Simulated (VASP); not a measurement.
Here is a VASP 6.6.1 calculation.

File INCAR:

```
PREC = Accurate
ENCUT = 520
EDIFF = 1E-6
ISMEAR = 0
SIGMA = 0.2
LREAL = F
LASPH = T
NELM = 60
ALGO = Normal
ISIF = 2
LWAVE = F
LCHARG = T
GGA = PE
LELF = T
LVHAR = T
NBANDS = 52
```

The input KPOINTS:

```
regular mesh
0
Gamma
  4 4 4
```

The input POSCAR:

```
ZnInC6N6
1.0
    0.0054733951      5.5292493631      5.5158013812
    5.5236078143      0.0091962573      5.5123682316
    5.5497742951      5.5524916067     -0.0168456103
Zn In C N
1 1 6 6
Direct
   -0.0000062958      0.0000017770      1.0000049616
    0.4999948272      0.4999980005      0.5000049843
    0.8060943492      0.1943694255      0.1941257538
    0.1948828236      0.8051721994      0.1939396802
    0.1935559265      0.1932792844      0.8066812450
    0.1939000513      0.8056429325      0.8058706605
    0.8051243656      0.1948315494      0.8060524072
    0.8064407831      0.8067123952      0.1933288838
    0.7010782595      0.2987932016      0.3001247045
    0.2993834495      0.7002472573      0.2997864031
    0.2990929703      0.2985581823      0.7007673572
    0.2989136635      0.7012165592      0.6998737742
    0.7006215551      0.2997635258      0.7002077969
    0.7009232714      0.7014137099      0.2992313878
```

Potentials or basis: VASP PAW PBE potentials, release 64 (Zn, In_d, C, N).

The run is started by

```console
$ cat potpaw_PBE.64/Zn/POTCAR potpaw_PBE.64/In_d/POTCAR potpaw_PBE.64/C/POTCAR potpaw_PBE.64/N/POTCAR > POTCAR
$ mpirun -np 1 vasp_std > vasp.out
```

Task: Predict the band gap on the k mesh.

Result: Zero (an odd number of electrons rules out a gap without spin polarisation).

Task: Estimate the largest force.

Result: 0.418 eV/Å.

Task: Estimate the pressure.

Result: 0.4 GPa.

Forces on the atoms (eV/Å):
```
Zn   0.000  0.000  0.000
In   0.000  0.000  0.000
C   -0.407 -0.003  0.001
C   -0.002 -0.407  0.001
C    0.002  0.001 -0.405
C    0.407  0.003 -0.002
C    0.002  0.407 -0.001
C   -0.002 -0.001  0.406
N    0.416  0.002 -0.002
N    0.003  0.415 -0.001
N   -0.001 -0.001  0.418
N   -0.415 -0.002  0.002
N   -0.003 -0.415  0.001
N    0.002  0.001 -0.418
```

Caveat: spin-orbit coupling is left out, which moves the levels of the heavy elements.
